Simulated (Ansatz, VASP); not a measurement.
# Pt in VASP and in Ansatz

File INCAR:

```
ALGO = Normal ; EDIFF = 1E-6
ENCUT = 520 ; GGA = PS
GGA_COMPAT = False ; ISIF = 2
ISMEAR = -1 ; LASPH = True
LCHARG = True ; LMAXMIX = 4
LNONCOLLINEAR = True ; LORBIT = 11
LORBMOM = True ; LREAL = False
LSORBIT = True ; LVHAR = True
LWAVE = False ; MAGMOM = 0 0 0
NBANDS = 21 ; NELM = 150
PREC = Accurate ; SIGMA = 0.05
```

File KPOINTS:

```
k-points
0
Gamma
  9 9 9
```

File POSCAR:

```
Pt
1.0
   -1.5842200000      1.5842200000      1.5842200000
    1.5842200000     -1.5842200000      1.5842200000
    1.5842200000      1.5842200000     -1.5842200000
Pt
1
Direct
    0.0000000000      0.0000000000      0.0000000000
```

Contents of input.yaml:

```yaml
crystal:
  lattice:
    - [-1.58422, 1.58422, 1.58422]
    - [1.58422, -1.58422, 1.58422]
    - [1.58422, 1.58422, -1.58422]
  atoms:
    - { symbol: Pt, position: [0.0, 0.0, 0.0] }
kpoints:
  mp_grid: { grid: [9, 9, 9] }
  band_path:
    path:
      - [0.0, 0.0, 0.0]
      - [0.5, -0.5, 0.5]
      - [0.0, 0.0, 0.5]
      - [0.0, 0.0, 0.0]
      - [0.25, 0.25, 0.25]
      - [0.5, -0.5, 0.5]
    npoints: 6
scf:
  occupations: { method: fermi_dirac, width: 0.05 }
hamiltonian:
  xc: pbesol
  pseudopotentials: { kind: all_electron, lapw: { basis_error: 0.001 } }
magnetization:
  noncollinear: true
  spin_orbit: true
output:
  forces: true
  stress: true
  eigenvalues: true
```

Alike in both runs: functional PBEsol; k mesh 9 × 9 × 9; occupations fermi-dirac, width 0.05 eV; non-collinear spin, spin-orbit coupling.

|  | VASP | Ansatz |
| --- | --- | --- |
| version | VASP 6.6.1 | Ansatz 0.2.0 |
| potentials or method | VASP PAW PBE potentials, release 64 (Pt), cutoff 520 eV | all-electron LAPW, relativistic spinors |
| task | single point | band structure |

|  | VASP | Ansatz | Ansatz less VASP |
| --- | --- | --- | --- |
| pressure (GPa) | -11.1 | -11.0 | +0.09 |
| net moment per atom (μB) | 0.00 | 0.00 | 0.000 |

VASP's potentials were made for PBE, not for PBEsol. Ansatz ran all-electron here, and VASP with PAW potentials.

Noted on Ansatz's run: the k mesh is thin for a metal, which can move the energy by tens of meV per atom.
